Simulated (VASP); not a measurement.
# Si3C (P-6m2) in VASP: notebook, part 2 of 2

VASP 6.6.1. The steps go on from the part before.

## Step 4: Relaxation of cell and atoms, PBE

This run uses another cell than the first one, of 14.60 Å³/atom, 1.125 times its volume.

INCAR reads:

```
SYSTEM = Si3C
PREC     = Accurate       ! precision mode
ENCUT    = 600            ! plane-wave cutoff, eV
EDIFF    = 1E-6           ! SCF threshold, eV
ISMEAR   = 0              ! smearing method
SIGMA    = 0.1            ! smearing width, eV
LREAL    = .FALSE.        ! projectors in reciprocal space
LASPH    = .TRUE.         ! aspherical terms in the spheres
NELM     = 80             ! most SCF steps
ALGO     = Normal         ! electronic algorithm
ISIF     = 3              ! what is computed and relaxed
LWAVE    = .FALSE.        ! write WAVECAR
LCHARG   = .FALSE.        ! write CHGCAR
GGA      = PE             ! functional
IBRION   = 2              ! ionic algorithm
NSW      = 90             ! ionic steps
EDIFFG   = -0.04          ! ionic threshold
```

KPOINTS reads:

```
Automatic mesh
0
G
  6 6 2
  0 0 0
```

POSCAR reads:

```
Si3C
1.0
    2.7723150700      0.0000000000      0.0000000000
   -1.3861575400      2.4008952800      0.0000000000
    0.0000000000      0.0000000000      8.7743206900
Si C
3 1
Direct
    0.3333333300      0.6666666700      0.7500000000
    0.3333333300      0.6666666700      0.2500000000
    0.6666666700      0.3333333300      0.0000000000
    0.6666666700      0.3333333300      0.5000000000
```

Command:

```sh
cat potpaw_PBE.64/Si/POTCAR potpaw_PBE.64/C/POTCAR > POTCAR
mpirun -np 1 vasp_std > vasp.out
```

Run time: 2.2 min. Hardware: 1 thread of AMD EPYC 9R45 (Zen 5), shared host; peak memory 0.16 GiB.

The run converged. Its results:

| Item | Value |
| --- | --- |
| Free energy | -22.3688 eV |
| Relaxed volume | 12.95 Å³/atom |
| Relaxed cell | a = 2.799 Å, b = 2.799 Å, c = 7.634 Å, α = 90.00°, β = 90.00°, γ = 120.00° |
| Space group after relaxing (to 0.05 Å) | P-6m2 (No. 187) |
| Energy gained by relaxing | 837.4 meV/atom |
| Ionic steps | 24 |
| Pressure after relaxing | 0.2 GPa |
| Largest force after relaxing | 0.039 eV/Å |
| Band gap on the k mesh | zero (band 8 reaches 13.12 eV, above the bottom of band 9 at 6.88 eV) |

Forces on the atoms (eV/Å):
```
Si   0.000  0.000  0.039
Si   0.000  0.000 -0.039
Si   0.000  0.000  0.000
C    0.000  0.000  0.000
```

Stress tensor (GPa, compression positive):
```
0.10 0.00 0.00
0.00 0.10 0.00
0.00 0.00 0.49
```

Step by step:
| step | energy change (eV) | largest force (eV/Å) | pressure (GPa) | volume (Å³) |
| --- | --- | --- | --- | --- |
| 1 | 0.0000 | 1.6282 | -12.44 | 58.40 |
| 2 | -0.7623 | 2.2119 | -1.92 | 49.33 |
| 3 | -0.8525 | 2.3184 | 7.22 | 45.52 |
| 4 | -1.3240 | 1.5757 | 10.74 | 43.73 |
| 5 | -1.2014 | 0.1364 | 39.73 | 40.18 |
| 6 | -1.4943 | 1.2863 | 17.42 | 42.39 |
| 7 | -2.2058 | 1.3359 | 7.00 | 45.60 |
| 8 | -3.2346 | 0.8956 | -0.98 | 56.05 |
| 9 | -3.1841 | 0.9403 | -1.63 | 53.01 |
| 10 | -3.2539 | 0.2626 | -1.44 | 54.71 |
| 11 | -3.2602 | 0.0353 | -1.35 | 55.09 |
| 12 | -3.2593 | 0.2257 | -1.26 | 55.36 |
| 13 | -3.2704 | 1.0418 | -0.40 | 54.93 |
| 14 | -3.2742 | 0.7386 | -0.71 | 55.09 |
| 15 | -3.3022 | 0.4033 | -1.35 | 54.61 |
| 16 | -3.3306 | 0.0218 | -2.64 | 53.79 |
| 17 | -3.2979 | 0.8374 | -2.55 | 52.13 |
| 18 | -3.3341 | 0.4393 | -2.95 | 53.07 |
| 19 | -3.3367 | 0.2002 | -2.82 | 53.42 |
| 20 | -3.3444 | 0.0261 | 0.48 | 51.53 |
| 21 | -3.3473 | 0.0433 | -0.70 | 52.15 |
| 22 | -3.3497 | 0.0699 | -0.11 | 51.86 |
| 23 | -3.3497 | 0.0693 | -0.10 | 51.86 |
| 24 | -3.3497 | 0.0392 | 0.23 | 51.79 |

Final structure:
```xyz
4
Lattice="2.7989 0.0000 0.0000 -1.3995 2.4239 0.0000 0.0000 0.0000 7.6338" Properties=species:S:1:pos:R:3 pbc="T T T"
Si    0.0000    1.6160    5.0239
Si    0.0000    1.6160    2.6098
Si    1.3995    0.8080    0.0000
C     1.3995    0.8080    3.8169
```

Levels at points of the mesh, in eV from the Fermi level:
```
           k point  band 4  band 5  band 6  band 7  band 8  band 9  band 10  band 11  band 12
(0.00, 0.00, 0.00)   -4.85   -4.54   -0.26   -0.26    4.01    6.69     7.81     7.81     7.87
(0.50, 0.00, 0.00)   -5.88   -5.09   -4.61   -2.72   -0.12    0.28     0.85     3.34     3.92
(0.00, 0.00, 0.50)   -7.63   -0.61   -0.26   -0.26    0.77    6.70     7.85     7.85     8.87
(0.50, 0.00, 0.50)   -5.82   -4.93   -2.81   -2.72   -2.44   -1.36     3.15     3.48     4.43
```

Caveat: the k points lie up to 0.43 Å⁻¹ apart in the final cell.

## Step 5: Single point, PBE

This run uses another cell than the first one, of 11.96 Å³/atom, 0.922 times its volume.

INCAR reads:

```
SYSTEM = Si3C
  ALGO = Normal
  EDIFF = 1E-7
  ENCUT = 520
  GGA = PE
  ISIF = 2
  ISMEAR = 0
  LASPH = .True.
  LCHARG = .False.
  LREAL = .False.
  LWAVE = .False.
  NBANDS = 16
  NELM = 80
  PREC = Accurate
  SIGMA = 0.1
```

KPOINTS reads:

```
k-points
0
Gamma
  18 18 8
  0 0 0
```

POSCAR reads:

```
Si3C
1.0
    2.9040053532      0.0000000000      0.0000000000
   -1.4520026766      2.5149424086      0.0000000000
    0.0000000000      0.0000000000      6.5489231108
Si C
3 1
Direct
    0.3333333333      0.6666666667      0.6863997180
    0.3333333333      0.6666666667      0.3136002820
    0.6666666667      0.3333333333      0.0000000000
    0.6666666667      0.3333333333      0.5000000000
```

Potentials or basis: VASP PAW PBE potentials, release 64 (Si, C).

Command:

```sh
cat potpaw_PBE.64/Si/POTCAR potpaw_PBE.64/C/POTCAR > POTCAR
mpirun -np 1 vasp_std > vasp.out
```

OUTCAR:

```text
SYSTEM = Si3C
   EDIFF = 1E-7
   ENCUT = 520
   GGA = PE
   ISIF = 2
   ISMEAR = 0
   LASPH = .True.
   LREAL = .False.
   NELM = 80
   PREC = Accurate

 ion  position               nearest neighbor table
   1  0.333  0.667  0.686-   4 2.07   4 2.07   4 2.07   2 2.44   3 2.65   3 2.65   3 2.65
   2  0.333  0.667  0.314-   4 2.07   4 2.07   4 2.07   1 2.44   3 2.65   3 2.65   3 2.65
   3  0.667  0.333  0.000-   1 2.65   2 2.65   1 2.65   2 2.65   1 2.65   2 2.65
   4  0.667  0.333  0.500-   1 2.07   2 2.07   1 2.07   2 2.07   1 2.07   2 2.07

  LATTYP: Found a hexagonal cell.
 ALAT       =     2.9040053532
 C/A-ratio  =     2.2551346552

  Lattice vectors:

 A1 = (   2.9040053532,   0.0000000000,   0.0000000000)
 A2 = (  -1.4520026766,   2.5149424086,   0.0000000000)
 A3 = (   0.0000000000,   0.0000000000,   6.5489231108)

Analysis of symmetry for initial positions (statically):
=====================================================================
 Subroutine PRICEL returns:
 Original cell was already a primitive cell.

 Routine SETGRP: Setting up the symmetry group for a
 hexagonal supercell.

 Subroutine GETGRP returns: Found 12 space group operations
 (whereof 12 operations were pure point group operations)
 out of a pool of 24 trial point group operations.

The static configuration has the point symmetry D_3h.

Analysis of symmetry for dynamics (positions and initial velocities):
=====================================================================
 Subroutine PRICEL returns:
 Original cell was already a primitive cell.

 Routine SETGRP: Setting up the symmetry group for a
 hexagonal supercell.

 Subroutine GETGRP returns: Found 12 space group operations
 (whereof 12 operations were pure point group operations)
 out of a pool of 24 trial point group operations.

The dynamic configuration has the point symmetry D_3h.

 Subroutine INISYM returns: Found 12 space group operations
 (whereof 12 operations are pure point group operations),
 and found     1 'primitive' translations

----------------------------------------------------------------------------------------

                                     Primitive cell

  volume of cell :      47.8294

  direct lattice vectors                    reciprocal lattice vectors
     2.904005353  0.000000000  0.000000000     0.344351982  0.198811710  0.000000000
    -1.452002677  2.514942409  0.000000000     0.000000000  0.397623419  0.000000000
     0.000000000  0.000000000  6.548923111     0.000000000  0.000000000  0.152696861

  length of vectors
     2.904005353  2.904005353  6.548923111     0.397623419  0.397623419  0.152696861

  position of ions in fractional coordinates (direct lattice)
     0.333333333  0.666666667  0.686399718
     0.333333333  0.666666667  0.313600282
     0.666666667  0.333333333  0.000000000
     0.666666667  0.333333333  0.500000000

  ion indices of the primitive-cell ions
   primitive index   ion index
                 1           1
                 2           2
                 3           3
                 4           4

----------------------------------------------------------------------------------------

 KPOINTS: k-points
[... 25 lines left out ...]
  0.000000  0.000000  0.000000      1.000000
  0.055556 -0.000000  0.000000      6.000000
  0.111111 -0.000000  0.000000      6.000000
  0.166667  0.000000  0.000000      6.000000
  0.222222  0.000000  0.000000      6.000000
  0.277778 -0.000000  0.000000      6.000000
[... 16 lines left out ...]
  0.333333  0.111111  0.000000     12.000000
  0.388889  0.111111  0.000000     12.000000
 [... further k-points ...]
   k-points           NKPTS =    185   k-points in BZ     NKDIM =    185   number of bands    NBANDS=     16
   number of dos      NEDOS =    301   number of ions     NIONS =      4
   total plane-waves  NPLWV =  28800
   dimension x,y,z NGX =    24 NGY =   24 NGZ =   50
   dimension x,y,z NGXF=    48 NGYF=   48 NGZF=  100
   ions per type =               3   1
   NGX,Y,Z   is equivalent  to a cutoff of  13.74, 13.74, 12.69 a.u.
   NGXF,Y,Z  is equivalent  to a cutoff of  27.48, 27.48, 25.39 a.u.
 SYSTEM =  Si3C
   PREC   = accura    normal or accurate (medium, high low for compatibility)
   ISTART =      0    job   : 0-new  1-cont  2-samecut
   ICHARG =      2    charge: 1-file 2-atom 10-const
   ISPIN  =      1    spin polarized calculation?
   LNONCOLLINEAR =      F non collinear calculations
   LSORBIT =      F    spin-orbit coupling
   LASPH  =      T    aspherical Exc in radial PAW
   ENCUT  =  520.0 eV  38.22 Ry    6.18 a.u.   5.40  5.40 12.18*2*pi/ulx,y,z
   NELM   =     80;   NELMIN=  2; NELMDL= -5     # of ELM steps
   EDIFF  = 0.1E-06   stopping-criterion for ELM
   LREAL  =      F    real-space projection
   EDIFFG = 0.1E-05   stopping-criterion for IOM
   NSW    =      0    number of steps for IOM
   IBRION =     -1    ionic relax: 0-MD 1-quasi-New 2-CG
   NFREE  =      0    steps in history (QN), initial steepest desc. (CG)
   ISIF   =      2    stress and relaxation
   ISYM   =      2    0-nonsym 1-usesym 2-fastsym
   POTIM  = 0.5000    time-step for ionic-motion
   TEBEG  =    0.0;   TEEND  =   0.0 temperature during run
   PSTRESS=    0.0 pullay stress
   NELECT =      16.0000    total number of electrons
   NUPDOWN=      -1.0000    fix difference up-down
   EMIN   =  10.00;   EMAX   =-10.00  energy-range for DOS
   EFERMI =   0.00;   METHOD = LEGACY
   ISMEAR =     0;   SIGMA  =   0.10  broadening in eV -4-tet -1-fermi 0-gaus
   EFERMI_NEDOS =   21; number of points for ismear=-14 and -15
   IALGO  =     38    algorithm
   IMIX   =      4    mixing-type and parameters
     AMIX     =   0.40;   BMIX     =  1.00
     AMIX_MAG =   1.60;   BMIX_MAG =  1.00
  volume/ion in A,a.u.               =      11.96        80.69
  Fermi-wavevector in a.u.,A,eV,Ry     =   1.136448  2.147576 17.572127  1.291515
  Thomas-Fermi vector in A             =   2.273153
   LORBIT       =      0    0 simple, 1 ext, 2 COOP (PROOUT), +10 PAW based schemes
   GGA     = PE    functional components
   LHFCALC =     F    Hartree Fock is set to
   AEXX    =    0.0000 exact exchange contribution
   IVDW    =     0    specifies the selected vdW correction
   LEPSILON=     F    determine dielectric tensor
   LRPA    =     F    only Hartree local field effects (RPA)
 non-spin polarized calculation
 Gauss-broadening in eV      SIGMA  =   0.10
  energy-cutoff  :      520.00
  volume of cell :       47.83
 maximum number of plane-waves:      1333
 NGX is ok and might be reduce to    24
   NGX = 11   NGY = 11   NGZ = 25

 number of electron      16.0000001 magnetization

 Free energy of the ion-electron system (eV)
  ---------------------------------------------------
  ext. energy  EPLUGINS =         0.00000000
  ---------------------------------------------------
  free energy    TOTEN  =       -22.65589534 eV

  energy without entropy =      -22.64968700  energy(sigma->0) =      -22.65279117

 E-fermi :  10.4728     XC(G=0): -11.5271

 val. band max:       10.4435762819   @ k =   0.3889   0.2222   0.3750
 cond. band min:      10.4740520349   @ k =   0.2222   0.0556   0.1250
 fundamental gap:      0.0304757530
 Fermi energy:        10.4728208400

 k-point     1 :       0.0000    0.0000    0.0000
  band No.  band energies     occupation
      1      -6.4297      2.00000
      2      -1.7842      2.00000
      3      -1.4800      2.00000
      4       6.5855      2.00000
      5       8.3886      2.00000
      6       9.4497      2.00000
[... 433 lines left out ...]
      3       2.6588      2.00000
      4       2.7124      2.00000
      5       5.2296      2.00000
      6       5.7974      2.00000
[... 8 lines left out ...]
     15      18.7675      0.00000
     16      18.8244      0.00000

 [... further k-points ...]

------------------------ aborting loop because EDIFF is reached ----------------------------------------

  FORCE on cell =-STRESS in cart. coord.  units (eV):
  Direction    XX          YY          ZZ          XY          YZ          ZX
  --------------------------------------------------------------------------------------
  -------------------------------------------------------------------------------------
  Total        0.0260062      0.0260062     -0.0554588      0.0000000      0.0000000      0.0000000
  in kB        0.8711497      0.8711497     -1.8577431      0.0000000      0.0000000      0.0000000
  external PRESSURE =      -0.0384812 kB  Pullay stress =       0.0000000 kB

 VOLUME and BASIS-vectors are now :
 -----------------------------------------------------------------------------
  energy-cutoff  :      520.00
  volume of cell :       47.83
      direct lattice vectors                 reciprocal lattice vectors
     2.904005353  0.000000000  0.000000000     0.344351982  0.198811710  0.000000000
    -1.452002677  2.514942409  0.000000000     0.000000000  0.397623419  0.000000000
     0.000000000  0.000000000  6.548923111     0.000000000  0.000000000  0.152696861

 POSITION                                       TOTAL-FORCE (eV/Angst)
 -----------------------------------------------------------------------------------
     -0.00000      1.67663      4.49518         0.000000      0.000000     -0.012212
     -0.00000      1.67663      2.05374         0.000000      0.000000      0.012212
      1.45200      0.83831      0.00000         0.000000      0.000000      0.000000
      1.45200      0.83831      3.27446        -0.000000      0.000000      0.000000
 -----------------------------------------------------------------------------------
    total drift:                               -0.000000      0.000000      0.000000

  FREE ENERGIE OF THE ION-ELECTRON SYSTEM (eV)
  ---------------------------------------------------
  free  energy   TOTEN  =       -22.6558953437 eV

  energy  without entropy=      -22.6496869967  energy(sigma->0) =      -22.65279117
```

stdout:

```text
POSCAR found type information on POSCAR SiC
 POSCAR found :  2 types and       4 ions
 scaLAPACK will be used
 LDA part: xc-table for (Slater+PW92), standard interpolation
 POSCAR, INCAR and KPOINTS ok, starting setup
 FFT: planning ... GRIDC
 FFT: planning ... GRID_SOFT
 FFT: planning ... GRID
 WAVECAR not read
 entering main loop
```

Run time: 82 s. Hardware: 1 thread of AMD EPYC 9R45 (Zen 5), shared host; peak memory 0.22 GiB.

Results:

| Quantity | Value |
| --- | --- |
| Free energy | -22.6559 eV |
| Pressure | 0.0 GPa |
| Largest force | 0.012 eV/Å |
| Band gap on the k mesh | zero (band 8 reaches 15.38 eV, above the bottom of band 9 at 7.68 eV) |

Forces in eV/Å, atoms in the order of the input:
```
Si   0.000  0.000 -0.012
Si   0.000  0.000  0.012
Si   0.000  0.000  0.000
C    0.000  0.000  0.000
```

Levels at points of the mesh, in eV from the Fermi level:
```csv
k point,band 4,band 5,band 6,band 7,band 8,band 9,band 10,band 11,band 12,band 13
"(0.00, 0.00, 0.00)",-3.89,-2.08,-1.02,-1.02,4.78,6.04,6.04,7.01,7.01,7.28
"(0.50, 0.00, 0.00)",-7.35,-6.16,-5.40,-3.29,-0.34,1.52,2.79,2.84,3.77,3.79
"(0.00, 0.00, 0.50)",-8.19,-1.02,-1.02,2.23,4.45,5.14,6.02,6.02,6.46,6.46
"(0.50, 0.00, 0.50)",-7.39,-4.41,-3.64,-3.28,-2.26,-1.47,1.98,2.34,4.02,6.22
```

## Step 6: Overview

| task | cell | k mesh | cutoff (eV) | gap on the mesh (eV) | pressure (GPa) | largest force (eV/Å) |
| --- | --- | --- | --- | --- | --- | --- |
| single point | a = 2.800, b = 2.800, c = 7.645 Å, angles 90.0, 90.0, 120.0°, 4 atoms | 6 × 6 × 2 | 520 | none | -0.1 | 0.06 |
| single point | a = 2.772, b = 2.772, c = 8.774 Å, angles 90.0, 90.0, 120.0°, 4 atoms | 6 × 6 × 2 | 520 | none | -12.4 | 1.63 |
| relaxation of cell and atoms | relaxed from a = 2.772, b = 2.772, c = 8.774 Å, angles 90.0, 90.0, 120.0°, 4 atoms | 6 × 6 × 2 | 600 | none | 0.2 | 0.04 |
| single point | a = 2.904, b = 2.904, c = 6.549 Å, angles 90.0, 90.0, 120.0°, 4 atoms | 18 × 18 × 8 | 520 | none | 0.0 | 0.01 |

Alike in all rows: level PBE; potentials or basis VASP PAW PBE potentials, release 64 (Si, C); no spin polarisation; smearing gaussian 0.1 eV.

Caveats: some runs use coarse meshes; forces of over 1 eV/Å act on the atoms, so gaps and moduli don't describe the material at rest (some runs).

Absolute energies hang on the potentials; compare differences alone.
